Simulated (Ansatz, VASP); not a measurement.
Two plane-wave programs on Ge4P

Contents of INCAR:

```
SYSTEM = Ge4P
PREC     = Accurate       ! precision mode
ENCUT    = 600            ! plane-wave cutoff, eV
EDIFF    = 1E-6           ! SCF threshold, eV
ISMEAR   = 0              ! smearing method
SIGMA    = 0.1            ! smearing width, eV
LREAL    = .FALSE.        ! projectors in reciprocal space
LASPH    = .TRUE.         ! aspherical terms in the spheres
NELM     = 100            ! most SCF steps
ALGO     = Normal         ! electronic algorithm
ISIF     = 3              ! what is computed and relaxed
LWAVE    = .FALSE.        ! write WAVECAR
LCHARG   = .FALSE.        ! write CHGCAR
GGA      = PE             ! functional
IBRION   = 2              ! ionic algorithm
NSW      = 90             ! ionic steps
EDIFFG   = -0.04          ! ionic threshold
```

File KPOINTS:

```
Automatic mesh
0
G
  6 6 4
  0 0 0
```

Contents of POSCAR:

```
Ge4P
1.0
    4.6311872600      0.0000000000      0.0000000000
   -2.3155936300      4.0107258200      0.0000000000
    0.0000000000      0.0000000000      5.4371207000
Ge P
4 1
Direct
    0.5000000000      0.0000000000      0.5000000000
    0.0000000000      0.5000000000      0.5000000000
    0.5000000000      0.5000000000      0.5000000000
    0.0000000000      0.0000000000      0.5000000000
    0.0000000000      0.0000000000      0.0000000000
```

Input for Ansatz:

```yaml
crystal:
  lattice:
    - [4.63118726, 0.0, 0.0]
    - [-2.31559363, 4.01072582, 0.0]
    - [0.0, 0.0, 5.4371207]
  atoms:
    - { symbol: Ge, position: [0.5, 0.0, 0.5] }
    - { symbol: Ge, position: [0.0, 0.5, 0.5] }
    - { symbol: Ge, position: [0.5, 0.5, 0.5] }
    - { symbol: Ge, position: [0.0, 0.0, 0.5] }
    - { symbol: P, position: [0.0, 0.0, 0.0] }
basis:
  ecutwfc: 420
kpoints:
  mp_grid: { grid: [6, 6, 4] }
hamiltonian:
  xc: pbe
scf:
  occupations: { method: gaussian, width: 0.1 }
  lower_state_search: "off"
output:
  forces: true
  stress: true
  eigenvalues: true
relax:
  adjacent_minimum: "off"
  f_tol: 0.04
  max_steps: 70
  cell: { stress_tol: 0.4 }
```

Alike in both runs: task relaxation of cell and atoms; functional PBE; k mesh 6 × 6 × 4; occupations gaussian, width 0.1 eV; no spin polarisation.

|  | VASP | Ansatz |
| --- | --- | --- |
| version | VASP 6.6.1 | Ansatz 0.2.0 |
| potentials or method | VASP PAW PBE potentials, release 64 (Ge_d, P), cutoff 600 eV | scalar-relativistic, plane waves, PAW |
| valence electrons in the cell | 61 | 61 |

Ansatz gave:

| Item | Value |
| --- | --- |
| gap on the k mesh at the Fermi level, each at its own relaxed structure (eV) | none |
| relaxed volume (Å³/atom) | 26.11 |
| relaxed cell length with the largest relative difference (Å) | 5.619 |

Task: Estimate VASP's values.

Result: gap on the k mesh at the Fermi level, each at its own relaxed structure (eV): none; relaxed volume (Å³/atom): 26.03; relaxed cell length with the largest relative difference (Å): 5.607.

A gap of «none» marks a metal or a gap that the smearing closes.

Noted on VASP's run: the volume moved by over 15 % at a fixed basis, so the end points are rough.
